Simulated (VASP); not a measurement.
Here is a VASP 6.6.1 calculation.

POSCAR

```
B
1.0
    0.0000000000      2.4917071519      2.4917071519
    2.4917071519      0.0000000000      2.4917071519
    2.4917071519      2.4917071519      0.0000000000
B
4
Direct
    0.0000000000      0.0000000000      0.0000000000
    0.5000000000      0.0000000000      0.0000000000
    0.0000000000      0.0000000000      0.5000000000
    0.0000000000      0.5000000000      0.0000000000
```

INCAR.step1

```
SYSTEM = B
PREC = Accurate ; ENCUT = 520
ISMEAR = -1 ; SIGMA = 0.1
LREAL = .False. ; LASPH = .True.
NELM = 80 ; NBANDS = 14
GGA = PE ; ALGO = Normal
EDIFF = 1E-4 ; LWAVE = .True.
LCHARG = .False.
```

File INCAR.step2:

```
SYSTEM = B
PREC = Accurate ; ENCUT = 520
EDIFF = 1E-6 ; ISMEAR = -1
SIGMA = 0.1 ; LREAL = .False.
LASPH = .True. ; NELM = 80
ALGO = Normal ; ISIF = 2
LWAVE = .False. ; LCHARG = .False.
METAGGA = R2SCAN ; LMIXTAU = .True.
NBANDS = 14 ; ISTART = 1
```

File KPOINTS:

```
regular mesh
0
Gamma
  8 8 8
  0 0 0
```

Potentials or basis: VASP PAW PBE potentials, release 64 (B).

Run with:

```console
$ cat potpaw_PBE.64/B/POTCAR > POTCAR
$ cp INCAR.step1 INCAR
$ mpirun -np 1 vasp_std > vasp.out
$ cp INCAR.step2 INCAR
$ mpirun -np 1 vasp_std > vasp.out
```

(1) Estimate the pressure.

(2) Estimate the band gap on the k mesh.

Answers

(1) -0.1 GPa.

(2) zero (band 6 reaches 6.98 eV, above the bottom of band 7 at 3.23 eV).

Caveat: the PAW data sets were made with another functional, which shifts forces and pressure a little.
